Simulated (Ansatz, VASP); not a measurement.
This is a calculation of BN for VASP 6.6.1.

File INCAR:

```
SYSTEM = BN
PREC = Accurate
ENCUT = 520
EDIFF = 1E-6
ISMEAR = -1
SIGMA = 0.05
LREAL = .FALSE.
LASPH = .TRUE.
NELM = 60
ALGO = Normal
ISIF = 2
LWAVE = .FALSE.
LCHARG = .FALSE.
GGA = PS
NBANDS = 11
```

KPOINTS

```
regular mesh
0
G
  13 13 13
  0 0 0
```

Contents of POSCAR:

```
BN
1.0
    0.0000000000      3.5638688387      2.2085744028
    1.2761801381      0.0000000000      2.2085744028
    1.2761801381      3.5638688387      0.0000000000
N B
1 1
Direct
    0.6666513400      0.6666513400      0.3333486600
    0.0000486500      0.0000486500      0.9999513500
```

Potentials or basis: VASP PAW PBE potentials, release 64 (N, B).

The run is started by

```bash
$ cat potpaw_PBE.64/N/POTCAR potpaw_PBE.64/B/POTCAR > POTCAR
$ mpirun -np 1 vasp_std > vasp.out
```

Problem. Set up the same calculation for Ansatz 0.2.0. Potentials there: all-electron LAPW, scalar-relativistic.

Solution. As run (the cutoff follows the program's own potentials):

Contents of input.yaml:

```yaml
crystal:
  lattice:
    - [0.0, 3.5638688387, 2.2085744028]
    - [1.2761801381, 0.0, 2.2085744028]
    - [1.2761801381, 3.5638688387, 0.0]
  atoms:
    - { symbol: "N", position: [0.66665134, 0.66665134, 0.33334866] }
    - { symbol: B, position: [4.865e-05, 4.865e-05, 0.99995135] }
kpoints:
  mp_grid: { grid: [13, 13, 13] }
scf:
  occupations: { method: fermi_dirac, width: 0.05 }
hamiltonian:
  xc: pbesol
  pseudopotentials: { kind: all_electron, lapw: { basis_error: 0.001 } }
output:
  forces: true
  stress: true
  eigenvalues: true
```

Potentials or basis: all-electron LAPW, scalar-relativistic.

Launch:

```bash
$ ansatz run input.yaml --threads 1 --pin off --max-ram 3072MiB --backend cpu --events-out ev --progress --plain --runs-dir out
```

Both were run:

|  | VASP | Ansatz | Ansatz less VASP |
| --- | --- | --- | --- |
| gap on the k mesh at the Fermi level (eV) | 3.75 | 3.76 | +0.005 |
| least direct gap on the mesh (eV) | 4.45 | 4.46 | +0.005 |
| pressure (GPa) | -11.4 | -11.6 | -0.27 |
| traceless stress, the component that is largest in VASP (GPa) | 11.24 | 11.64 | +0.399 |
| rms of the force components (eV/Å) | 0.004 | 0.004 | -0.0001 |

VASP's potentials were made for PBE, not for PBEsol. Atom by atom the forces differ by 0.000 eV/Å (rms over components). Ansatz ran all-electron here, and VASP with PAW potentials.
